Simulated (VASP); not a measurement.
# Fe (P6_3/mmc) in VASP: further runs

Fe is run at these levels: PBE; tasks: electric field gradients.

Everything below comes from runs of VASP 6.6.1. Logs are shortened: lines on timing, memory, paths and dates and some standing lists are left out, and cuts for length are marked.

## 1. The cell of the first run

It takes space group P6_3/mmc (No. 194, hexagonal). The conventional cell has a = 2.426 Å, b = 2.426 Å, c = 3.829 Å, α = 90.00°, β = 90.00°, γ = 120.00°. Within 3.1 Å of Fe (site symmetry -6m2) lie 12 Fe at 2.37 to 2.43 Å.

## 2. Electric field gradients, PBE (volume scaled by 0.99)

INCAR reads:

```
PREC     = Accurate       # precision mode
ENCUT    = 520            # plane-wave cutoff, eV
EDIFF    = 1E-8           # SCF threshold, eV
ISMEAR   = -1             # smearing method
SIGMA    = 0.08           # smearing width, eV
LREAL    = F              # projectors in reciprocal space
LASPH    = T              # aspherical terms in the spheres
NELM     = 100            # most SCF steps
ALGO     = Normal         # electronic algorithm
ISIF     = 2              # what is computed and relaxed
LWAVE    = F              # write WAVECAR
LCHARG   = F              # write CHGCAR
GGA      = PE             # functional
LEFG     = T            
NBANDS   = 15             # bands
```

KPOINTS reads:

```
Automatic mesh
0
Gamma
  17 17 10
```

POSCAR reads:

```
Fe
1.0
    2.4260165292      0.0000000000      0.0000000000
   -1.2130082646      2.1009919443      0.0000000000
    0.0000000000      0.0000000000      3.8290850949
Fe
2
Direct
    0.3333333333      0.6666666667      0.2500000000
    0.6666666667      0.3333333333      0.7500000000
```

Potentials or basis: VASP PAW PBE potentials, release 64 (Fe).

On the command line:

```bash
cat potpaw_PBE.64/Fe/POTCAR > POTCAR
mpirun -np 1 vasp_std > vasp.out
```

OUTCAR:

```text
PREC = Accurate
   ENCUT = 520
   EDIFF = 1E-8
   ISMEAR = -1
   LREAL = F
   LASPH = T
   NELM = 100
   ISIF = 2
   GGA = PE

 ion  position               nearest neighbor table
   1  0.333  0.667  0.250-   2 2.37   2 2.37   2 2.37   2 2.37   2 2.37   2 2.37
   2  0.667  0.333  0.750-   1 2.37   1 2.37   1 2.37   1 2.37   1 2.37   1 2.37

  LATTYP: Found a hexagonal cell.
 ALAT       =     2.4260165292
 C/A-ratio  =     1.5783425417

  Lattice vectors:

 A1 = (   2.4260165292,   0.0000000000,   0.0000000000)
 A2 = (  -1.2130082646,   2.1009919443,   0.0000000000)
 A3 = (   0.0000000000,   0.0000000000,   3.8290850949)

Analysis of symmetry for initial positions (statically):
=====================================================================
 Subroutine PRICEL returns:
 Original cell was already a primitive cell.

 Routine SETGRP: Setting up the symmetry group for a
 hexagonal supercell.

 Subroutine GETGRP returns: Found 24 space group operations
 (whereof 12 operations were pure point group operations)
 out of a pool of 24 trial point group operations.

The static configuration has the point symmetry D_3d.
 The point group associated with its full space group is D_6h.

Analysis of symmetry for dynamics (positions and initial velocities):
=====================================================================
 Subroutine PRICEL returns:
 Original cell was already a primitive cell.

 Routine SETGRP: Setting up the symmetry group for a
 hexagonal supercell.

 Subroutine GETGRP returns: Found 24 space group operations
 (whereof 12 operations were pure point group operations)
 out of a pool of 24 trial point group operations.

The dynamic configuration has the point symmetry D_3d.
 The point group associated with its full space group is D_6h.

 Subroutine INISYM returns: Found 24 space group operations
 (whereof 12 operations are pure point group operations),
 and found     1 'primitive' translations

----------------------------------------------------------------------------------------

                                     Primitive cell

  volume of cell :      19.5170

  direct lattice vectors                    reciprocal lattice vectors
     2.426016529  0.000000000  0.000000000     0.412198346  0.237982826  0.000000000
    -1.213008265  2.100991944  0.000000000     0.000000000  0.475965652  0.000000000
     0.000000000  0.000000000  3.829085095     0.000000000  0.000000000  0.261158991

  length of vectors
     2.426016529  2.426016529  3.829085095     0.475965652  0.475965652  0.261158991

  position of ions in fractional coordinates (direct lattice)
     0.333333333  0.666666667  0.250000000
     0.666666667  0.333333333  0.750000000

  ion indices of the primitive-cell ions
   primitive index   ion index
                 1           1
                 2           2

----------------------------------------------------------------------------------------

 KPOINTS: Automatic mesh

Automatic generation of k-mesh.
 Grid dimensions read from file:
 generate k-points for:   17   17   10

 Generating k-lattice:

  Cartesian coordinates                     Fractional coordinates (reciprocal lattice)
     0.024246962  0.013998990  0.000000000     0.058823529  0.000000000  0.000000000
     0.000000000  0.027997980  0.000000000     0.000000000  0.058823529  0.000000000
     0.000000000  0.000000000  0.026115899     0.000000000  0.000000000  0.100000000

  Length of vectors
     0.027997980  0.027997980  0.026115899

  Shift w.r.t. Gamma in fractional coordinates (k-lattice)
     0.000000000  0.000000000  0.000000000

 Subroutine IBZKPT returns following result:
 ===========================================

 Found    198 irreducible k-points:

 Following reciprocal coordinates:
[... 34 lines left out ...]
 SYSTEM =  unknown system
   PREC   = accura    normal or accurate (medium, high low for compatibility)
   ISTART =      0    job   : 0-new  1-cont  2-samecut
   ICHARG =      2    charge: 1-file 2-atom 10-const
   ISPIN  =      1    spin polarized calculation?
   LNONCOLLINEAR =      F non collinear calculations
   LSORBIT =      F    spin-orbit coupling
   LASPH  =      T    aspherical Exc in radial PAW
   ENCUT  =  520.0 eV  38.22 Ry    6.18 a.u.   4.51  4.51  7.12*2*pi/ulx,y,z
   NELM   =    100;   NELMIN=  2; NELMDL= -5     # of ELM steps
   EDIFF  = 0.1E-07   stopping-criterion for ELM
   LREAL  =      F    real-space projection
   EDIFFG = 0.1E-06   stopping-criterion for IOM
   NSW    =      0    number of steps for IOM
   IBRION =     -1    ionic relax: 0-MD 1-quasi-New 2-CG
   NFREE  =      0    steps in history (QN), initial steepest desc. (CG)
   ISIF   =      2    stress and relaxation
   ISYM   =      2    0-nonsym 1-usesym 2-fastsym
   POTIM  = 0.5000    time-step for ionic-motion
   TEBEG  =    0.0;   TEEND  =   0.0 temperature during run
   PSTRESS=    0.0 pullay stress
   NELECT =      16.0000    total number of electrons
   NUPDOWN=      -1.0000    fix difference up-down
   EMIN   =  10.00;   EMAX   =-10.00  energy-range for DOS
   EFERMI =   0.00;   METHOD = LEGACY
   ISMEAR =    -1;   SIGMA  =   0.08  broadening in eV -4-tet -1-fermi 0-gaus
   EFERMI_NEDOS =   21; number of points for ismear=-14 and -15
   IALGO  =     38    algorithm
   IMIX   =      4    mixing-type and parameters
     AMIX     =   0.40;   BMIX     =  1.00
     AMIX_MAG =   1.60;   BMIX_MAG =  1.00
  volume/ion in A,a.u.               =       9.76        65.85
  Fermi-wavevector in a.u.,A,eV,Ry     =   1.532182  2.895405 31.940800  2.347583
  Thomas-Fermi vector in A             =   2.639424
   LORBIT       =      0    0 simple, 1 ext, 2 COOP (PROOUT), +10 PAW based schemes
   GGA     = PE    functional components
   LHFCALC =     F    Hartree Fock is set to
   AEXX    =    0.0000 exact exchange contribution
   IVDW    =     0    specifies the selected vdW correction
   LEPSILON=     F    determine dielectric tensor
   LRPA    =     F    only Hartree local field effects (RPA)
 non-spin polarized calculation
  energy-cutoff  :      520.00
  volume of cell :       19.52
 maximum number of plane-waves:       543
 NGX is ok and might be reduce to    18
   NGX =  9   NGY =  9   NGZ = 15

 number of electron      15.9999997 magnetization

 Free energy of the ion-electron system (eV)
  ---------------------------------------------------
  ext. energy  EPLUGINS =         0.00000000
  ---------------------------------------------------
  free energy    TOTEN  =       -16.29958589 eV

  energy without entropy =      -16.24685961  energy(sigma->0) =      -16.27322275

 E-fermi :   7.4144     XC(G=0): -14.0468

 val. band max:        7.4112640050   @ k =   0.2941  -0.0000   0.2000
 cond. band min:       7.4157238121   @ k =   0.2941  -0.0000   0.0000
 fundamental gap:      0.0044598071
 Fermi energy:         7.4143573925

 k-point     1 :       0.0000    0.0000    0.0000
  band No.  band energies     occupation
      1      -1.7573      2.00000
      2       2.2149      2.00000
      3       5.6503      2.00000
      4       5.6503      2.00000
      5       5.8023      2.00000
      6       6.1512      2.00000
      7       6.1512      2.00000
      8       6.5053      1.99998
      9       6.5053      1.99998
     10       7.9921      0.00146
     11       8.1679      0.00016
     12       8.1679      0.00016
     13      16.6586      0.00000
     14      29.6362      0.00000
[... 401 lines left out ...]
      2       3.5467      2.00000
      3       3.8853      2.00000
      4       4.0698      2.00000
      5       5.3985      2.00000
      6       5.8210      2.00000
      7       6.2313      2.00000
      8       6.9188      1.99593
      9       7.5275      0.39120
     10       8.0887      0.00044
     11       8.3970      0.00001
     12      15.0487      0.00000
     13      17.0593      0.00000
     14      21.2480      0.00000
     15      22.0890      0.00000

 [... further k-points ...]

------------------------ aborting loop because EDIFF is reached ----------------------------------------

  FORCE on cell =-STRESS in cart. coord.  units (eV):
  Direction    XX          YY          ZZ          XY          YZ          ZX
  --------------------------------------------------------------------------------------
  -------------------------------------------------------------------------------------
  Total        1.5991475      1.5991475      1.7568342      0.0000000      0.0000000      0.0000000
  in kB      131.2761846    131.2761846    144.2208975      0.0000000      0.0000000      0.0000000
  external PRESSURE =     135.5910889 kB  Pullay stress =       0.0000000 kB

 VOLUME and BASIS-vectors are now :
 -----------------------------------------------------------------------------
  energy-cutoff  :      520.00
  volume of cell :       19.52
      direct lattice vectors                 reciprocal lattice vectors
     2.426016529  0.000000000  0.000000000     0.412198346  0.237982826  0.000000000
    -1.213008265  2.100991944  0.000000000     0.000000000  0.475965652  0.000000000
     0.000000000  0.000000000  3.829085095     0.000000000  0.000000000  0.261158991

 POSITION                                       TOTAL-FORCE (eV/Angst)
 -----------------------------------------------------------------------------------
     -0.00000      1.40066      0.95727         0.000000      0.000000      0.000000
      1.21301      0.70033      2.87181        -0.000000     -0.000000      0.000000
 -----------------------------------------------------------------------------------
    total drift:                                0.000000     -0.000000     -0.000000

  FREE ENERGIE OF THE ION-ELECTRON SYSTEM (eV)
  ---------------------------------------------------
  free  energy   TOTEN  =       -16.2995858940 eV

  energy  without entropy=      -16.2468596109  energy(sigma->0) =      -16.27322275

 Electric field gradients (V/A^2)
---------------------------------------------------------------------
 ion       V_xx      V_yy      V_zz      V_xy      V_xz      V_yz
---------------------------------------------------------------------
   1       3.985     3.986    -7.971     0.000     0.000    -0.000
   2       3.985     3.986    -7.971     0.000    -0.000     0.000
---------------------------------------------------------------------

 Electric field gradients after diagonalization (V/A^2)
 (convention: |V_zz| > |V_xx| > |V_yy|)
----------------------------------------------------------------------
 ion       V_xx      V_yy      V_zz     asymmetry (V_yy - V_xx)/ V_zz
----------------------------------------------------------------------
   1       3.986     3.985    -7.971       0.000
   2       3.986     3.985    -7.971       0.000
----------------------------------------------------------------------

           NMR quadrupolar parameters

 Cq : quadrupolar parameter    Cq=e*Q*V_zz/h
 eta: asymmetry parameters     (V_yy - V_xx)/ V_zz
 Q  : nuclear electric quadrupole moment in mb (millibarn)
----------------------------------------------------------------------
 ion       Cq(MHz)       eta       Q (mb)
----------------------------------------------------------------------
   1      -0.019       0.000       1.000
   2      -0.019       0.000       1.000
----------------------------------------------------------------------
```

It took 39 s on 1 thread of AMD EPYC 7R13 (Zen 3), shared host; peak memory 0.13 GiB.

Results:

| Quantity | Value |
| --- | --- |
| Free energy | -16.2996 eV |
| Pressure | 13.6 GPa |
| Band gap on the k mesh | zero (band 8 reaches 8.30 eV, above the bottom of band 9 at 6.36 eV) |

Stress tensor (GPa, compression positive):
```
13.13  0.00  0.00
 0.00 13.13  0.00
 0.00  0.00 14.42
```

Electric field gradients, principal values (V/Å²):
```csv
atom,least,middle,greatest (by size)
1 Fe,3.985,3.986,-7.971
2 Fe,3.985,3.986,-7.971
```

Caveat: without QUAD_EFG the Cq values of the log hold for a quadrupole moment of 1 mb, not for the nuclei; the run has no spin polarisation, though such a crystal can be magnetic.

(Continued in part 2 of 2.)
